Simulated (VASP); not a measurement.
Set up this calculation in VASP 6.6.1, as the native input.

```
Task                    : density of states
Functional              : PBE
Potentials or basis     : VASP PAW PBE potentials, release 64 (Ca_sv)
Cutoff                  : 520 eV
k mesh                  : 11 × 11 × 11
Occupations             : fermi-dirac, width 0.05 eV
Spin                    : no spin polarisation
Dipole correction       : no
k mesh for the DOS      : 17 × 17 × 17
Occupations for the DOS : tetrahedron
Further INCAR settings  : ALGO = Normal; EDIFF = 1e-06
```

Ca:

```xyz
1
Lattice="0.0000 2.7942 2.7942 2.7942 0.0000 2.7942 2.7942 2.7942 0.0000" Properties=species:S:1:pos:R:3 pbc="T T T"
Ca    0.0000    0.0000    0.0000
```

These files were run (other wordings do the same):

POSCAR

```
Ca
1.0
    0.0000000000      2.7942000000      2.7942000000
    2.7942000000      0.0000000000      2.7942000000
    2.7942000000      2.7942000000      0.0000000000
Ca
1
Direct
    0.0000000000      0.0000000000      0.0000000000
```

INCAR.step1

```
  ALGO = Normal
  EDIFF = 1E-6
  ENCUT = 520
  GGA = PE
  ISIF = 2
  ISMEAR = -1
  LASPH = True
  LCHARG = True
  LREAL = False
  LWAVE = False
  NBANDS = 11
  NELM = 60
  PREC = Accurate
  SIGMA = 0.05
```

KPOINTS.step1

```
k-points
0
Gamma
  11 11 11
```

INCAR.step2

```
  ALGO = Normal
  EDIFF = 1E-6
  ENCUT = 520
  GGA = PE
  ICHARG = 11
  ISIF = 2
  ISMEAR = -5
  LASPH = True
  LCHARG = False
  LORBIT = 11
  LREAL = False
  LWAVE = False
  NEDOS = 2001
  NELM = 60
  PREC = Accurate
  SIGMA = 0.05
```

KPOINTS.step2

```
k-points
0
Gamma
  17 17 17
```

Potentials or basis: VASP PAW PBE potentials, release 64 (Ca_sv).

Launch:

```sh
$ cat potpaw_PBE.64/Ca_sv/POTCAR > POTCAR
$ cp INCAR.step1 INCAR
$ cp KPOINTS.step1 KPOINTS
$ mpirun -np 1 vasp_std > vasp.out
$ cp INCAR.step2 INCAR
$ cp KPOINTS.step2 KPOINTS
$ mpirun -np 1 vasp_std > vasp.out
```

It gave:

The valence electrons inside the program's atomic spheres are Ca 8.07.

Wall time 61 s on 1 thread of Intel Xeon 6975P-C, with other jobs on the host, peak memory 0.21 GiB.
